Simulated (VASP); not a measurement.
ReHg2Sb2:

```
CELL_PARAMETERS angstrom
3.68316 0.00000 0.00000
0.00000 3.68316 0.00000
0.00000 0.00000 9.52651
ATOMIC_POSITIONS crystal
Re 0.00000 0.00000 0.00000
Hg 0.00000 0.50000 0.50000
Hg 0.50000 0.00000 0.50000
Sb 0.50000 0.50000 0.15730
Sb 0.50000 0.50000 0.84270
```

The cell was built from a structure type or drawn by symmetry, and may not be a known phase.

| Item | Value |
| --- | --- |
| Program | VASP 6.6.1 |
| Task | relaxation of cell and atoms |
| Functional | PBE |
| Potentials or basis | VASP PAW PBE potentials, release 64 (Re, Hg, Sb) |
| Cutoff | 600 eV |
| k mesh | 6 × 6 × 2 |
| Occupations | gaussian, width 0.1 eV |
| Spin | no spin polarisation |

At the start: pressure 0.7 GPa; volume 25.85 Å³/atom.

Q: Where does the relaxation end?

A: Over 7 steps the energy falls by 2.4 meV/atom and the volume is 26.52 Å³/atom (+2.6 %); space group P4/mmm (No. 123, to 0.1 Å) before and after.

Step by step:
```
step  energy change (eV)  largest force (eV/Å)  pressure (GPa)  volume (Å³)
   1              0.0000                0.0426            0.71       129.23
   2             -0.0034                0.1633           -0.44       131.39
   3             -0.0041                0.1037           -0.11       130.75
   4             -0.0067                0.1152           -0.02       130.97
   5             -0.0090                0.1407            0.15       131.41
   6             -0.0110                0.0773            0.07       131.98
   7             -0.0120                0.0075           -0.01       132.62
```

Final structure:
```
Re Hg Sb
1.0
     3.67922    0.00000    0.00000
     0.00000    3.67922    0.00000
     0.00000    0.00000    9.79695
Re Hg Sb
1 2 2
Direct
  0.00000 0.00000 0.00000
  0.00000 0.50000 0.50000
  0.50000 0.00000 0.50000
  0.50000 0.50000 0.15412
  0.50000 0.50000 0.84588
```
